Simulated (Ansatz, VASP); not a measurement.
Two plane-wave programs on CaS

INCAR

```
ALGO = Normal
EDIFF = 1E-6
ENCUT = 500
GGA_COMPAT = F
ISIF = 2
ISMEAR = 0
LASPH = T
LCHARG = F
LREAL = F
LWAVE = F
NBANDS = 15
NELM = 120
PREC = Accurate
SIGMA = 0.02
```

Contents of KPOINTS:

```
k-points
0
Gamma
  8 8 8
```

POSCAR

```
CaS
1.0
    0.0000000000      2.7820363117      2.7820363117
    2.7820363117      0.0000000000      2.7820363117
    2.7820363117      2.7820363117      0.0000000000
Ca S
1 1
Direct
    0.0000000000      0.0000000000      0.0000000000
    0.5000000000      0.5000000000      0.5000000000
```

Input for Ansatz:

```yaml
crystal:
  lattice:
    - [0.0, 2.7820363117, 2.7820363117]
    - [2.7820363117, 0.0, 2.7820363117]
    - [2.7820363117, 2.7820363117, 0.0]
  atoms:
    - { symbol: Ca, position: [0.0, 0.0, 0.0] }
    - { symbol: S, position: [0.5, 0.5, 0.5] }
basis:
  ecutwfc: 420
kpoints:
  mp_grid: { grid: [8, 8, 8] }
  band_path:
    path:
      - [[0.0, 0.0, 0.0], [0.5, 0.0, 0.5], [0.625, 0.25, 0.625]]
      - [[0.375, 0.375, 0.75], [0.0, 0.0, 0.0], [0.5, 0.5, 0.5], [0.5, 0.25, 0.75], [0.5, 0.0, 0.5]]
    npoints: 10
hamiltonian:
  xc: lda
  pseudopotentials: { kind: paw }
scf:
  occupations: { method: gaussian, width: 0.02 }
  n_extra_bands: 7
output:
  forces: true
  stress: true
  eigenvalues: true
```

Alike in both runs: task single point; functional LDA; k mesh 8 × 8 × 8; occupations gaussian, width 0.02 eV; no spin polarisation.

```csv
,VASP,Ansatz
version,VASP 6.6.1,Ansatz 0.2.0
potentials or method,"VASP PAW LDA potentials, release 64 (Ca_sv, S), cutoff 500 eV","scalar-relativistic, plane waves, PAW"
valence electrons in the cell,16,16
```

Ansatz gave:

```
gap on the k mesh at the Fermi level (eV) : 1.97
least direct gap on the mesh (eV)         : 2.84
pressure (GPa)                            : 0.0
```

Task: What did VASP give for the same quantities?

Result: gap on the k mesh at the Fermi level (eV): 1.96; least direct gap on the mesh (eV): 2.83; pressure (GPa): 0.3.

LDA's correlation is that of Perdew and Zunger in VASP and of Perdew and Wang (1992) in Ansatz.
